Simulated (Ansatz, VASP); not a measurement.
# B in VASP and in Ansatz

```
B
1.0
     0.66173    3.24972    2.82738
     3.79153   -0.05726    3.53682
     3.01583    3.18310    0.72744
B
8
Cartesian
  -0.7056 -0.1705 -0.5697
  2.2776 4.5821 3.1638
  2.4495 3.4802 4.6231
  4.7710 4.9831 5.5292
  4.8280 1.7381 5.5203
  5.5224 3.4183 5.3416
  2.3346 1.3371 3.1548
  3.0290 3.0173 2.9761
```

Change from the starting cell: fcc type (Fm-3m, No. 225); cell x8, atoms moved at random (sigma 0.1 Å) and cell strained at random (1.5 %), then relaxed without symmetry.

Alike in both runs: functional PBE; k mesh 8 × 8 × 8; occupations gaussian, width 0.1 eV; no spin polarisation.

Ansatz relaxed the structure, and its values are those at the end. VASP's run is a single point on that final structure, the one shown.

```csv
,VASP,Ansatz
version,VASP 6.6.1,Ansatz 0.2.0
potentials or method,"VASP PAW PBE potentials, release 64 (B), cutoff 520 eV","scalar-relativistic, plane waves, PAW"
valence electrons in the cell,24,24
```

|  | VASP | Ansatz | Ansatz less VASP |
| --- | --- | --- | --- |
| gap on the k mesh at the Fermi level (eV) | none | none | - |
| pressure (GPa) | 0.0 | 0.0 | +0.01 |

A gap of «none» marks a metal or a gap that the smearing closes. The functional is the same, so the differences come from potentials, cutoffs and numerics.
